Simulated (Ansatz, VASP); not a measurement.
**AlN: VASP beside Ansatz**

Contents of POSCAR:

```
AlN
1.0
    0.0000000000      2.1914311150      2.1848764855
    2.1848764855      0.0000000000      2.1848764855
    2.1848764855      2.1914311150      0.0000000000
Al N
1 1
Direct
    0.0000000000      0.0000000000      0.0000000000
    0.7500000000      0.7500000000      0.7500000000
```

The input INCAR.step1:

```
ALGO     = Normal         # electronic algorithm
EDIFF    = 1E-4           # SCF threshold, eV
ENCUT    = 520            # plane-wave cutoff, eV
GGA      = PE             # functional
ISMEAR   = 0              # smearing method
LASPH    = T              # aspherical terms in the spheres
LCHARG   = F              # write CHGCAR
LREAL    = F              # projectors in reciprocal space
LWAVE    = T              # write WAVECAR
NBANDS   = 11             # bands
NELM     = 60             # most SCF steps
PREC     = Accurate       # precision mode
SIGMA    = 0.01           # smearing width, eV
```

The input INCAR.step2:

```
ALGO     = Normal         # electronic algorithm
EDIFF    = 1E-6           # SCF threshold, eV
ENCUT    = 520            # plane-wave cutoff, eV
ISIF     = 2              # what is computed and relaxed
ISMEAR   = 0              # smearing method
ISTART   = 1            
LASPH    = T              # aspherical terms in the spheres
LCHARG   = F              # write CHGCAR
LMIXTAU  = T            
LREAL    = F              # projectors in reciprocal space
LWAVE    = F              # write WAVECAR
METAGGA  = R2SCAN         # meta-GGA
NBANDS   = 11             # bands
NELM     = 60             # most SCF steps
PREC     = Accurate       # precision mode
SIGMA    = 0.01           # smearing width, eV
```

KPOINTS

```
k-points
0
Gamma
  10 10 10
```

Input for Ansatz:

```yaml
crystal:
  lattice:
    - [0.0, 2.191431115, 2.1848764855]
    - [2.1848764855, 0.0, 2.1848764855]
    - [2.1848764855, 2.191431115, 0.0]
  atoms:
    - { symbol: Al, position: [0.0, 0.0, 0.0] }
    - { symbol: "N", position: [0.75, 0.75, 0.75] }
kpoints:
  mp_grid: { grid: [10, 10, 10] }
  band_path:
    path:
      - [0.0, 0.0, 0.0]
      - [-0.5, -0.5, 0.0]
      - [-0.375, -0.375, 0.25]
      - [-0.375, 0.0, 0.375]
      - [0.0, 0.0, 0.5]
      - [-0.5, -0.25, 0.25]
      - [0.0, 0.5, 0.5]
    npoints: 1
hamiltonian:
  xc: r2scan
scf:
  occupations: { method: fixed }
  n_extra_bands: 4
output:
  forces: true
  stress: true
  eigenvalues: true
```

Change from the starting cell: uniaxial_y strain +0.3%.

Alike in both runs: task single point; functional r2SCAN; k mesh 10 × 10 × 10; no spin polarisation.

```csv
,VASP,Ansatz
version,VASP 6.6.1,Ansatz 0.2.0
potentials or method,"VASP PAW PBE potentials, release 64 (Al, N)","plane waves, PAW"
plane-wave cutoff (eV),520,500
occupations,"gaussian, width 0.01 eV",fixed
valence electrons in the cell,8,8
```

Ansatz gave:

```
gap on the k mesh at the Fermi level (eV)                     : 3.93
pressure (GPa)                                                : -0.6
traceless stress, the component that is largest in VASP (GPa) : -0.30
```

Problem. What did VASP give for the same quantities?

Solution. gap on the k mesh at the Fermi level (eV): 3.92; pressure (GPa): -1.0; traceless stress, the component that is largest in VASP (GPa): -0.30.

VASP's potentials were made for PBE, not for r2SCAN.
